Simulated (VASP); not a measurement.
Crystal: CaO.

```xyz
2
Lattice="0.0000 2.4036 2.4036 2.4036 0.0000 2.4036 2.4036 2.4036 0.0000" Properties=species:S:1:pos:R:3 pbc="T T T"
Ca    0.0000    0.0000    0.0000
O     2.4036    2.4036    2.4036
```

- Program: VASP 6.6.1
- Task: relaxation of cell and atoms
- Functional: PBEsol-based global hybrid with 25 % exact exchange
- Potentials or basis: VASP PAW PBE potentials, release 64 (Ca_sv, O)
- Cutoff: 600 eV
- k mesh: 5 × 5 × 5
- Occupations: fermi-dirac, width 0.05 eV
- Spin: no spin polarisation

At the start: pressure -3.4 GPa; volume 13.89 Å³/atom.

Q: How do energy, volume and symmetry change on relaxing?

A: Over 3 steps the energy falls by 4.4 meV/atom and the volume is 13.48 Å³/atom (-2.9 %); space group Fm-3m (No. 225, to 0.1 Å) before and after.

Step by step:
| step | energy change (eV) | largest force (eV/Å) | pressure (GPa) | volume (Å³) |
| --- | --- | --- | --- | --- |
| 1 | 0.0000 | 0.0000 | -3.40 | 27.77 |
| 2 | -0.0070 | 0.0000 | 1.68 | 26.60 |
| 3 | -0.0088 | 0.0000 | 0.02 | 26.96 |

Final structure:
```
CELL_PARAMETERS angstrom
0.00000 2.37997 2.37997
2.37997 0.00000 2.37997
2.37997 2.37997 0.00000
ATOMIC_POSITIONS crystal
Ca 0.00000 0.00000 0.00000
O 0.50000 0.50000 0.50000
```

Caveat: the k points lie up to 0.46 Å⁻¹ apart in the final cell; the PAW data sets were made with another functional, which shifts forces and pressure a little.
